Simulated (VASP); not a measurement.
**BN: single point with PBE**

BN:

```
CELL_PARAMETERS angstrom
2.51218 0.00000 0.00000
-1.25609 2.17561 0.00000
0.00000 0.00000 8.63572
ATOMIC_POSITIONS crystal
B 0.33333 0.66667 0.25000
B 0.66667 0.33333 0.75000
N 0.33333 0.66667 0.75000
N 0.66667 0.33333 0.25000
```

This cell differs from its parent crystal: strain +0.0350 x Voigt [0, 0, 1, 0, 0, 0].

```yaml
Program: VASP 6.6.1
Task: single point
Functional: PBE
Potentials_or_basis: VASP PAW PBE potentials, release 64 (B, N)
Cutoff: 520 eV
k_mesh: 12 × 12 × 4
Occupations: gaussian, width 0.05 eV
Spin: no spin polarisation
Dipole_correction: no
Further_INCAR_settings: ALGO = Normal; EDIFF = 1e-06; NBANDS = 16
```

```
Pressure               : 0.0 GPa
Band gap on the k mesh : 4.33 eV, indirect (least direct gap 4.66 eV)
```

Stress tensor (GPa, compression positive):
```
 0.12  0.00  0.00
 0.00  0.12  0.00
 0.00  0.00 -0.12
```

Levels at points of the mesh, in eV from the valence-band top:
| k point | band 5 | band 6 | band 7 | band 8 | band 9 | band 10 | band 11 | band 12 |
| --- | --- | --- | --- | --- | --- | --- | --- | --- |
| (0.00, 0.00, 0.00) | -1.35 | -1.35 | -1.35 | -1.35 | 4.33 | 7.45 | 9.67 | 11.51 |
| (0.50, 0.00, 0.00) | -4.12 | -4.12 | -0.99 | -0.81 | 4.61 | 4.97 | 9.44 | 9.85 |
| (0.00, 0.00, 0.50) | -1.35 | -1.35 | -1.35 | -1.35 | 5.50 | 5.50 | 11.37 | 11.37 |
| (0.50, 0.00, 0.50) | -4.12 | -4.12 | -0.90 | -0.90 | 4.77 | 4.77 | 9.68 | 9.68 |

It took 18 s on 1 thread of Intel(R) Xeon(R) Platinum 8559C (Emerald Rapids), on a shared host, peak memory 0.18 GiB.

Caveat: the cell differs from its parent crystal (strain +0.0350 x Voigt [0, 0, 1, 0, 0, 0]); this functional lacks dispersion, which binds the layers, so the pressure and a relaxed spacing across them are unreliable. A k mesh can miss the band edges.
